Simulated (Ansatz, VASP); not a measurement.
# Two plane-wave programs on Co

```xyz
6
Lattice="2.4564 0.0000 0.0000 -1.2282 2.1273 0.0000 0.0000 0.0000 24.9235" Properties=species:S:1:pos:R:3 pbc="T T T"
Co    1.2282    0.7091    7.5000
Co    0.0000    1.4182    9.4847
Co    1.2282    0.7091   11.4694
Co    0.0000    1.4182   13.4541
Co    1.2282    0.7091   15.4388
Co    0.0000    1.4182   17.4235
```

Alike in both runs: task single point; functional PBEsol; k mesh 15 × 15 × 1; occupations gaussian, width 0.1 eV; collinear spin.

```csv
,VASP,Ansatz
version,VASP 6.6.1,Ansatz 0.2.0
potentials or method,"VASP PAW PBE potentials, release 64 (Co), cutoff 520 eV","scalar-relativistic, plane waves, PAW"
valence electrons in the cell,54,102
```

Ansatz gave:

* gap on the k mesh at the Fermi level (eV): none
* rms of the force components (eV/Å): 0.215
* net moment per atom (μB): 1.64
* size of the moment on the site where the two differ most (μB): 1.69
* work function, face that differs most (eV): 5.16

Problem. What did VASP give for the same quantities?

Solution. gap on the k mesh at the Fermi level (eV): none; rms of the force components (eV/Å): 0.215; net moment per atom (μB): 1.64; size of the moment on the site where the two differ most (μB): 1.63; work function, face that differs most (eV): 5.13.

VASP's potentials were made for PBE, not for PBEsol. Site moments also hang on the region over which each program counts them. Atom by atom the forces differ by 0.011 eV/Å (rms over components). A gap of «none» marks a metal or a gap that the smearing closes. With one functional, cell and mesh, what is left measures potentials, basis and numerics. VASP's potentials hold 54 valence electrons a cell and Ansatz's 102, so a difference there can come from the potentials and not from the codes. Ansatz's warnings: xc potential rough in thin density.
